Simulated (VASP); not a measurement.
# SiC: single point with LDA

Crystal: SiC.

```
CELL_PARAMETERS angstrom
0.00000 2.29286 2.29286
2.29286 0.00000 2.29286
2.29286 2.29286 0.00000
ATOMIC_POSITIONS crystal
C 0.00000 0.00000 0.00000
Si 0.25000 0.25000 0.25000
```

* Program: VASP 6.6.1
* Task: single point
* Functional: LDA
* Potentials or basis: VASP PAW LDA potentials, release 64 (C, Si)
* Cutoff: 600 eV
* k mesh: 6 × 6 × 6
* Occupations: gaussian, width 0.05 eV
* Spin: no spin polarisation
* Dipole correction: no
* Further INCAR settings: ALGO = Normal; EDIFF = 1e-06; NBANDS = 11

* Pressure: -28.0 GPa
* Band gap on the k mesh: 1.41 eV, indirect (least direct gap 4.31 eV)

Levels at points of the mesh, in eV from the valence-band top:
```
           k point  band 2  band 3  band 4  band 5  band 6  band 7
(0.00, 0.00, 0.00)    0.00    0.00    0.00    4.52    6.22    6.22
(0.50, 0.00, 0.00)   -7.77   -1.01   -1.01    4.06    6.53    6.53
(0.50, 0.50, 0.00)   -7.37   -2.90   -2.90    1.41    3.68   12.13
```

Wall time 5.1 s on 1 thread of AMD EPYC 7R43 64-Core Processor (Zen 3), with other jobs on the host, peak memory 0.1 GiB.

A k mesh can miss the band edges.
